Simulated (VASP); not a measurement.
Input of a VASP 6.6.1 run:

File INCAR:

```
PREC     = Accurate       # precision mode
ENCUT    = 600            # plane-wave cutoff, eV
EDIFF    = 1E-6           # SCF threshold, eV
ISMEAR   = 0              # smearing method
SIGMA    = 0.01           # smearing width, eV
LREAL    = False          # projectors in reciprocal space
LASPH    = True           # aspherical terms in the spheres
NELM     = 80             # most SCF steps
ALGO     = Normal         # electronic algorithm
ISIF     = 3              # what is computed and relaxed
LWAVE    = False          # write WAVECAR
LCHARG   = False          # write CHGCAR
GGA      = PS             # functional
IBRION   = 2              # ionic algorithm
NSW      = 100            # ionic steps
EDIFFG   = -0.002         # ionic threshold
PSTRESS  = 20.0
```

KPOINTS

```
regular mesh
0
Gamma
  8 8 8
```

The input POSCAR:

```
GaAs
1.0
    0.0000000000      2.8291964418      2.8291964418
    2.8291964418      0.0000000000      2.8291964418
    2.8291964418      2.8291964418      0.0000000000
Ga As
1 1
Direct
    0.0000000000      0.0000000000      0.0000000000
    0.7500000000      0.7500000000      0.7500000000
```

Potentials or basis: VASP PAW PBE potentials, release 64 (Ga_d, As).

Launch:

```sh
$ cat potpaw_PBE.64/Ga_d/POTCAR potpaw_PBE.64/As/POTCAR > POTCAR
$ mpirun -np 1 vasp_std > vasp.out
```

Problem. Predict the space group after relaxing (to 0.05 Å).

Solution. F-43m (No. 216).

Problem. Predict the relaxed cell.

Solution. a = 3.969 Å, b = 3.969 Å, c = 3.969 Å, α = 60.00°, β = 60.00°, γ = 60.00°.

Final structure:
```yaml
crystal:
  lattice:
    - [0.00000, 2.80624, 2.80624]
    - [2.80624, 0.00000, 2.80624]
    - [2.80624, 2.80624, 0.00000]
  atoms:
    - { symbol: Ga, position: [0.00000, 0.00000, 0.00000] }
    - { symbol: As, position: [0.75000, 0.75000, 0.75000] }
```

Caveat: the cell is relaxed towards a set pressure, so the enthalpy falls and the energy may rise.
